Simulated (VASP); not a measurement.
**KMgF3: single point with r2SCAN**

KMgF3:

```
K Mg F
1.0
     3.98024    0.01990    0.00000
     0.01990    3.98024    0.00000
     0.00000    0.00000    3.98024
K Mg F
1 1 3
Direct
  0.00000 0.00000 0.00000
  0.50000 0.50000 0.50000
  0.50000 0.50000 0.00000
  0.50000 0.00000 0.50000
  0.00000 0.50000 0.50000
```

This cell differs from its parent crystal: shear xy strain +1.0%.

```
Program             : VASP 6.6.1
Task                : single point
Functional          : r2SCAN
Potentials or basis : VASP PAW PBE potentials, release 64 (K_sv, Mg, F)
Cutoff              : 520 eV
k mesh              : 6 × 6 × 6
Occupations         : gaussian, width 0.01 eV
Spin                : no spin polarisation
```

The pressure is -0.6 GPa and the band gap on the k mesh is 8.28 eV, indirect (least direct gap 8.58 eV).

Stress tensor (GPa, compression positive):
```
-0.58 -0.51  0.00
-0.51 -0.58  0.00
 0.00  0.00 -0.59
```

Levels at points of the mesh, in eV from the valence-band top:
| k point | band 14 | band 15 | band 16 | band 17 | band 18 | band 19 |
| --- | --- | --- | --- | --- | --- | --- |
| (0.00, 0.00, 0.00) | -0.34 | -0.32 | -0.30 | 8.28 | 10.84 | 10.84 |
| (0.50, 0.00, 0.00) | -0.87 | -0.54 | -0.54 | 11.03 | 11.51 | 11.91 |
| (0.50, 0.50, 0.00) | -0.90 | -0.90 | -0.02 | 11.90 | 12.57 | 13.69 |
| (0.00, 0.00, 0.50) | -0.87 | -0.57 | -0.50 | 11.04 | 11.51 | 11.91 |
| (0.50, 0.00, 0.50) | -0.90 | -0.90 | -0.02 | 11.90 | 12.57 | 13.70 |
| (0.50, 0.50, 0.50) | -0.01 | 0.00 | 0.00 | 11.36 | 11.39 | 11.42 |

It took 2.1 min on 1 thread of Intel(R) Xeon(R) 6975P-C (Granite Rapids), with other jobs on the host, peak memory 0.22 GiB.

Caveat: the cell differs from its parent crystal (shear xy strain +1.0%); the PAW data sets were made with another functional, which shifts forces and pressure a little. A k mesh can miss the band edges.
